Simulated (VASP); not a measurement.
Input of a VASP 6.6.1 run:

File INCAR:

```
  PREC = Accurate
  ENCUT = 600
  EDIFF = 1E-6
  ISMEAR = -1
  SIGMA = 0.1
  LREAL = F
  LASPH = T
  NELM = 60
  ALGO = Normal
  ISIF = 3
  LWAVE = F
  LCHARG = F
  GGA = PE
  IBRION = 2
  NSW = 32
  EDIFFG = -0.005
  PSTRESS = 680.0
```

The input KPOINTS:

```
Automatic mesh
0
Gamma
  16 16 16
```

The input POSCAR:

```
Ti
1.0
    2.2926672973      0.0000000000      0.0000000000
    0.0000000000      2.2926672973      0.0000000000
    0.0000000000      0.0000000000      2.2926672973
Ti
1
Direct
    0.0000000000      0.0000000000      0.0000000000
```

Potentials or basis: VASP PAW PBE potentials, release 64 (Ti_sv).

Run with:

```console
$ cat potpaw_PBE.64/Ti_sv/POTCAR > POTCAR
$ mpirun -np 1 vasp_std > vasp.out
```

(1) What does it give for the relaxed volume?

(2) Predict the space group after relaxing (to 0.1 Å).

## Answers

(1) 12.07 Å³/atom.

(2) Pm-3m (No. 221).

Caveat: the cell is relaxed towards a set pressure, so the run minimises the enthalpy, not the energy.
